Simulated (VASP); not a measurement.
# Re in VASP: further runs, part 2 of 2

VASP 6.6.1. Earlier steps stand in the parts before.

### 5 Single point, PBEsol (strain -0.040 along x and y, -0.080 along z)

INCAR reads:

```
SYSTEM = Re
PREC     = Accurate       ! precision mode
ENCUT    = 520            ! plane-wave cutoff, eV
EDIFF    = 1E-6           ! SCF threshold, eV
ISMEAR   = 0              ! smearing method
SIGMA    = 0.15           ! smearing width, eV
LREAL    = .FALSE.        ! projectors in reciprocal space
LASPH    = .TRUE.         ! aspherical terms in the spheres
NELM     = 100            ! most SCF steps
ALGO     = Normal         ! electronic algorithm
ISIF     = 2              ! what is computed and relaxed
LWAVE    = .FALSE.        ! write WAVECAR
LCHARG   = .FALSE.        ! write CHGCAR
GGA      = PS             ! functional
NBANDS   = 10             ! bands
```

KPOINTS reads:

```
Automatic mesh
0
G
  20 20 20
  0 0 0
```

POSCAR reads:

```
Re
1.0
    0.0000000000      1.8960000000      1.8170000000
    1.8960000000      0.0000000000      1.8170000000
    1.8960000000      1.8960000000      0.0000000000
Re
1
Direct
    0.0000000000      0.0000000000      0.0000000000
```

Potentials or basis: VASP PAW PBE potentials, release 64 (Re).

The run is started by

```console
> cat potpaw_PBE.64/Re/POTCAR > POTCAR
> mpirun -np 1 vasp_std > vasp.out
```

OUTCAR:

```text
SYSTEM = Re
   PREC = Accurate
   ENCUT = 520
   EDIFF = 1E-6
   ISMEAR = 0
   LREAL = .FALSE.
   LASPH = .TRUE.
   NELM = 100
   ISIF = 2
   GGA = PS

 ion  position               nearest neighbor table
   1  0.000  0.000  0.000-

  LATTYP: Found a body centered tetragonal cell.
 ALAT       =     2.6813489143
 C/A-ratio  =     1.3552879973

  Lattice vectors:

 A1 = (   0.0000000000,  -1.8960000000,  -1.8170000000)
 A2 = (   0.0000000000,   1.8960000000,  -1.8170000000)
 A3 = (   1.8960000000,   0.0000000000,   1.8170000000)

Analysis of symmetry for initial positions (statically):
=====================================================================
 Subroutine PRICEL returns:
 Original cell was already a primitive cell.

 Routine SETGRP: Setting up the symmetry group for a
 body centered tetragonal supercell.

 Subroutine GETGRP returns: Found 16 space group operations
 (whereof 16 operations were pure point group operations)
 out of a pool of 16 trial point group operations.

The static configuration has the point symmetry D_4h.

Analysis of symmetry for dynamics (positions and initial velocities):
=====================================================================
 Subroutine PRICEL returns:
 Original cell was already a primitive cell.

 Routine SETGRP: Setting up the symmetry group for a
 body centered tetragonal supercell.

 Subroutine GETGRP returns: Found 16 space group operations
 (whereof 16 operations were pure point group operations)
 out of a pool of 16 trial point group operations.

The dynamic configuration has the point symmetry D_4h.

 Subroutine INISYM returns: Found 16 space group operations
 (whereof 16 operations are pure point group operations),
 and found     1 'primitive' translations

----------------------------------------------------------------------------------------

                                     Primitive cell

  volume of cell :      13.0636

  direct lattice vectors                    reciprocal lattice vectors
     0.000000000  1.896000000  1.817000000    -0.263713080  0.263713080  0.275178866
     1.896000000  0.000000000  1.817000000     0.263713080 -0.263713080  0.275178866
     1.896000000  1.896000000  0.000000000     0.263713080  0.263713080 -0.275178866

  length of vectors
     2.626081682  2.626081682  2.681348914     0.463478787  0.463478787  0.463478787

  position of ions in fractional coordinates (direct lattice)
     0.000000000  0.000000000  0.000000000

  ion indices of the primitive-cell ions
   primitive index   ion index
                 1           1

----------------------------------------------------------------------------------------

 KPOINTS: Automatic mesh

Automatic generation of k-mesh.
 Grid dimensions read from file:
 generate k-points for:   20   20   20

 Generating k-lattice:

  Cartesian coordinates                     Fractional coordinates (reciprocal lattice)
    -0.013185654  0.013185654  0.013758943     0.050000000  0.000000000  0.000000000
     0.013185654 -0.013185654  0.013758943     0.000000000  0.050000000  0.000000000
     0.013185654  0.013185654 -0.013758943     0.000000000  0.000000000  0.050000000

  Length of vectors
     0.023173939  0.023173939  0.023173939

  Shift w.r.t. Gamma in fractional coordinates (k-lattice)
     0.000000000  0.000000000  0.000000000

 Subroutine IBZKPT returns following result:
 ===========================================

 Found    641 irreducible k-points:

 Following reciprocal coordinates:
            Coordinates               Weight
  0.000000  0.000000  0.000000      1.000000
  0.050000  0.000000  0.000000      8.000000
  0.100000  0.000000  0.000000      8.000000
  0.150000  0.000000  0.000000      8.000000
  0.200000  0.000000  0.000000      8.000000
  0.250000  0.000000  0.000000      8.000000
[... 16 lines left out ...]
 -0.400000  0.050000  0.000000      8.000000
 -0.350000  0.050000  0.000000      8.000000
 [... further k-points ...]
   k-points           NKPTS =    641   k-points in BZ     NKDIM =    641   number of bands    NBANDS=     10
   number of dos      NEDOS =    301   number of ions     NIONS =      1
   total plane-waves  NPLWV =   8000
   dimension x,y,z NGX =    20 NGY =   20 NGZ =   20
   dimension x,y,z NGXF=    40 NGYF=   40 NGZF=   40
   ions per type =               1
   NGX,Y,Z   is equivalent  to a cutoff of  12.66, 12.66, 12.40 a.u.
   NGXF,Y,Z  is equivalent  to a cutoff of  25.32, 25.32, 24.80 a.u.
 SYSTEM =  Re
   PREC   = accura    normal or accurate (medium, high low for compatibility)
   ISTART =      0    job   : 0-new  1-cont  2-samecut
   ICHARG =      2    charge: 1-file 2-atom 10-const
   ISPIN  =      1    spin polarized calculation?
   LNONCOLLINEAR =      F non collinear calculations
   LSORBIT =      F    spin-orbit coupling
   LASPH  =      T    aspherical Exc in radial PAW
   ENCUT  =  520.0 eV  38.22 Ry    6.18 a.u.   4.88  4.88  4.99*2*pi/ulx,y,z
   NELM   =    100;   NELMIN=  2; NELMDL= -5     # of ELM steps
   EDIFF  = 0.1E-05   stopping-criterion for ELM
   LREAL  =      F    real-space projection
   EDIFFG = 0.1E-04   stopping-criterion for IOM
   NSW    =      0    number of steps for IOM
   IBRION =     -1    ionic relax: 0-MD 1-quasi-New 2-CG
   NFREE  =      0    steps in history (QN), initial steepest desc. (CG)
   ISIF   =      2    stress and relaxation
   ISYM   =      2    0-nonsym 1-usesym 2-fastsym
   POTIM  = 0.5000    time-step for ionic-motion
   TEBEG  =    0.0;   TEEND  =   0.0 temperature during run
   PSTRESS=    0.0 pullay stress
   NELECT =       7.0000    total number of electrons
   NUPDOWN=      -1.0000    fix difference up-down
   EMIN   =  10.00;   EMAX   =-10.00  energy-range for DOS
   EFERMI =   0.00;   METHOD = LEGACY
   ISMEAR =     0;   SIGMA  =   0.15  broadening in eV -4-tet -1-fermi 0-gaus
   EFERMI_NEDOS =   21; number of points for ismear=-14 and -15
   IALGO  =     38    algorithm
   IMIX   =      4    mixing-type and parameters
     AMIX     =   0.40;   BMIX     =  1.00
     AMIX_MAG =   1.60;   BMIX_MAG =  1.00
  volume/ion in A,a.u.               =      13.06        88.16
  Fermi-wavevector in a.u.,A,eV,Ry     =   1.329700  2.512769 24.056487  1.768102
  Thomas-Fermi vector in A             =   2.458843
   LORBIT       =      0    0 simple, 1 ext, 2 COOP (PROOUT), +10 PAW based schemes
   GGA     = PS    functional components
   LHFCALC =     F    Hartree Fock is set to
   AEXX    =    0.0000 exact exchange contribution
   IVDW    =     0    specifies the selected vdW correction
   LEPSILON=     F    determine dielectric tensor
   LRPA    =     F    only Hartree local field effects (RPA)
 non-spin polarized calculation
 Gauss-broadening in eV      SIGMA  =   0.15
  energy-cutoff  :      520.00
  volume of cell :       13.06
 maximum number of plane-waves:       366
   NGX =  9   NGY =  9   NGZ =  9

 number of electron       7.0000000 magnetization

 Free energy of the ion-electron system (eV)
  ---------------------------------------------------
  ext. energy  EPLUGINS =         0.00000000
  ---------------------------------------------------
  free energy    TOTEN  =       -13.04085105 eV

  energy without entropy =      -13.03242262  energy(sigma->0) =      -13.03663684

 E-fermi :   9.5933     XC(G=0): -14.4776

 val. band max:        9.5909431217   @ k =   0.3000   0.2000   0.1000
 cond. band min:       9.5943076715   @ k =  -0.2000   0.2500   0.1500
 fundamental gap:      0.0033645498
 Fermi energy:         9.5932669624

 k-point     1 :       0.0000    0.0000    0.0000
  band No.  band energies     occupation
      1      -1.4549      2.00000
      2       7.0552      2.00000
      3       7.0552      2.00000
      4       7.7449      2.00000
      5      10.5750      0.00000
      6      11.5447      0.00000
      7      23.6165      0.00000
      8      29.3462      0.00000
      9      29.3462      0.00000
     10      31.1676      0.00000
[... 287 lines left out ...]
 k-point    24 :      -0.3500    0.0500    0.0000
  band No.  band energies     occupation
      1       1.8795      2.00000
      2       7.0121      2.00000
      3       7.4684      2.00000
      4       7.9978      2.00000
      5      12.5228      0.00000
      6      13.4371      0.00000
      7      22.4366      0.00000
      8      26.1184      0.00000
      9      33.0574      0.00000
     10      34.4703      0.00000

 [... further k-points ...]

------------------------ aborting loop because EDIFF is reached ----------------------------------------

  FORCE on cell =-STRESS in cart. coord.  units (eV):
  Direction    XX          YY          ZZ          XY          YZ          ZX
  --------------------------------------------------------------------------------------
  -------------------------------------------------------------------------------------
  Total        4.2262757      4.2262757      5.5166670      0.0000000      0.0000000     -0.0000000
  in kB      518.3305588    518.3305588    676.5902976      0.0000000      0.0000000     -0.0000000
  external PRESSURE =     571.0838051 kB  Pullay stress =       0.0000000 kB

 VOLUME and BASIS-vectors are now :
 -----------------------------------------------------------------------------
  energy-cutoff  :      520.00
  volume of cell :       13.06
      direct lattice vectors                 reciprocal lattice vectors
     0.000000000  1.896000000  1.817000000    -0.263713080  0.263713080  0.275178866
     1.896000000  0.000000000  1.817000000     0.263713080 -0.263713080  0.275178866
     1.896000000  1.896000000  0.000000000     0.263713080  0.263713080 -0.275178866

 POSITION                                       TOTAL-FORCE (eV/Angst)
 -----------------------------------------------------------------------------------
      0.00000      0.00000      0.00000         0.000000      0.000000      0.000000
 -----------------------------------------------------------------------------------
    total drift:                               -0.000000     -0.000000     -0.000000

  FREE ENERGIE OF THE ION-ELECTRON SYSTEM (eV)
  ---------------------------------------------------
  free  energy   TOTEN  =       -13.0408510538 eV

  energy  without entropy=      -13.0324226184  energy(sigma->0) =      -13.03663684
```

It took 36 s on 1 thread of AMD EPYC 9R45 (Zen 5), shared host; peak memory 0.17 GiB.

Results:

```yaml
Free_energy: -13.0409 eV
Pressure: 57.1 GPa
Band_gap_on_the_k_mesh: zero (an odd number of electrons rules out a gap without spin polarisation)
```

Levels at points of the mesh, in eV from the Fermi level:
```
           k point  band 2  band 3  band 4  band 5  band 6  band 7
(0.00, 0.00, 0.00)   -2.54   -2.54   -1.85    0.98    1.95   14.02
(0.50, 0.00, 0.00)   -2.98   -2.20    0.47    4.32    4.82   11.86
(0.50, 0.50, 0.00)   -7.15    4.10    4.49    5.51    5.51   12.81
(0.50, 0.00, 0.50)   -7.02    3.09    4.50    5.09    5.85   13.12
```

Caveat: the cell differs from its parent crystal (strain -0.040 along x and y, -0.080 along z); the cell stands under pressure; the PAW data sets were made with another functional, which shifts forces and pressure a little; spin-orbit coupling is left out, which moves the levels of the heavy elements.

### 6 Single point, PBEsol (strain -0.040 along x and y, +0.000 along z)

INCAR reads:

```
  PREC = Accurate
  ENCUT = 520
  EDIFF = 1E-6
  ISMEAR = 0
  SIGMA = 0.15
  LREAL = False
  LASPH = True
  NELM = 100
  ALGO = Normal
  ISIF = 2
  LWAVE = False
  LCHARG = True
  GGA = PS
  LELF = True
  LVHAR = True
  NBANDS = 10
```

KPOINTS reads:

```
Automatic mesh
0
Gamma
  20 20 20
```

POSCAR reads:

```
Re
1.0
    0.0000000000      1.8960000000      1.9750000000
    1.8960000000      0.0000000000      1.9750000000
    1.8960000000      1.8960000000      0.0000000000
Re
1
Direct
    0.0000000000      0.0000000000      0.0000000000
```

Potentials or basis: VASP PAW PBE potentials, release 64 (Re).

The run is started by

```console
> cat potpaw_PBE.64/Re/POTCAR > POTCAR
> mpirun -np 1 vasp_std > vasp.out
```

Wall time 37 s (1 thread of AMD EPYC 9R45 (Zen 5), shared host); peak memory 0.17 GiB.

The run converged. Its results:

```yaml
Free_energy: -13.2759 eV
Pressure: 12.2 GPa
Band_gap_on_the_k_mesh: zero (an odd number of electrons rules out a gap without spin polarisation)
```

Stress tensor (GPa, compression positive):
```
16.84  0.00  0.00
 0.00 16.84  0.00
 0.00  0.00  2.79
```

Levels at points of the mesh, in eV from the Fermi level:
| k point | band 1 | band 2 | band 3 | band 4 | band 5 | band 6 | band 7 | band 8 |
| --- | --- | --- | --- | --- | --- | --- | --- | --- |
| (0.00, 0.00, 0.00) | -10.44 | -2.45 | -1.82 | -1.82 | 0.86 | 1.76 | 13.99 | 18.84 |
| (0.50, 0.00, 0.00) | -7.19 | -2.60 | -1.94 | 0.27 | 3.85 | 4.21 | 10.50 | 13.43 |
| (0.50, 0.50, 0.00) | -7.22 | -6.24 | 2.37 | 4.04 | 4.80 | 4.80 | 12.95 | 13.04 |
| (0.50, 0.00, 0.50) | -7.19 | -6.31 | 3.26 | 3.92 | 4.48 | 5.20 | 12.00 | 12.68 |

Caveat: the cell differs from its parent crystal (strain -0.040 along x and y, +0.000 along z); the cell stands under pressure; the PAW data sets were made with another functional, which shifts forces and pressure a little; spin-orbit coupling is left out, which moves the levels of the heavy elements.

### 7 Single point, PBEsol (strain +0.000 along x and y, -0.040 along z)

INCAR reads:

```
SYSTEM = Re
  PREC = Accurate
  ENCUT = 520
  EDIFF = 1E-7
  ISMEAR = 0
  SIGMA = 0.15
  LREAL = .False.
  LASPH = .True.
  NELM = 60
  ALGO = Normal
  ISIF = 2
  LWAVE = .False.
  LCHARG = .True.
  GGA = PS
  LELF = .True.
  LVHAR = .True.
  NBANDS = 10
```

KPOINTS reads:

```
Automatic mesh
0
Gamma
  20 20 20
  0 0 0
```

POSCAR reads:

```
Re
1.0
    0.0000000000      1.9750000000      1.8960000000
    1.9750000000      0.0000000000      1.8960000000
    1.9750000000      1.9750000000      0.0000000000
Re
1
Direct
    0.0000000000      0.0000000000      0.0000000000
```

The run is started by

```console
> cat potpaw_PBE.64/Re/POTCAR > POTCAR
> mpirun -np 1 vasp_std > vasp.out
```

Wall time 45 s (1 thread of AMD EPYC 9R45 (Zen 5), shared host); peak memory 0.18 GiB.

It converged, with:

- Free energy: -13.2900 eV
- Pressure: -4.8 GPa
- Band gap on the k mesh: zero (an odd number of electrons rules out a gap without spin polarisation)

Stress tensor (GPa, compression positive):
```
-8.50  0.00  0.00
 0.00 -8.50  0.00
 0.00  0.00  2.72
```

Levels at points of the mesh, in eV from the Fermi level:
| k point | band 2 | band 3 | band 4 | band 5 | band 6 | band 7 |
| --- | --- | --- | --- | --- | --- | --- |
| (0.00, 0.00, 0.00) | -2.10 | -2.10 | -1.53 | 0.83 | 1.61 | 13.96 |
| (0.50, 0.00, 0.00) | -2.45 | -1.81 | 0.19 | 3.59 | 3.98 | 9.88 |
| (0.50, 0.50, 0.00) | -6.00 | 3.35 | 3.71 | 4.55 | 4.55 | 11.76 |
| (0.50, 0.00, 0.50) | -5.90 | 2.48 | 3.71 | 4.21 | 4.81 | 12.16 |

Caveat: the cell differs from its parent crystal (strain +0.000 along x and y, -0.040 along z); the cell stands under tension; the PAW data sets were made with another functional, which shifts forces and pressure a little; spin-orbit coupling is left out, which moves the levels of the heavy elements.

### 8 The runs side by side

```tsv
cell	gap on the mesh (eV)	pressure (GPa)
a = 3.017 Å, angles 60.0°, 1 atom	none	-58.4
a = 2.626, b = 2.626, c = 2.570 Å, angles 60.7, 60.7, 58.6°, 1 atom	none	86.6
a = 2.684, b = 2.684, c = 2.570 Å, angles 61.4, 61.4, 57.2°, 1 atom	none	59.4
a = 2.626, b = 2.626, c = 2.681 Å, angles 59.3, 59.3, 61.4°, 1 atom	none	57.1
a = 2.738, b = 2.738, c = 2.681 Å, angles 60.7, 60.7, 58.6°, 1 atom	none	12.2
a = 2.738, b = 2.738, c = 2.793 Å, angles 59.3, 59.3, 61.3°, 1 atom	none	-4.8
```

Alike in all rows: task single point; level PBEsol; potentials or basis VASP PAW PBE potentials, release 64 (Re); no spin polarisation; k mesh 20 × 20 × 20; cutoff (eV) 520; smearing gaussian 0.15 eV.

Caveats: the PAW data sets were made with another functional, which shifts forces and pressure a little; spin-orbit coupling is left out, which moves the levels of the heavy elements; the cell stands under pressure (at least some runs); the cell stands under tension (at least some runs).

Absolute energies hang on the potentials; compare differences alone.
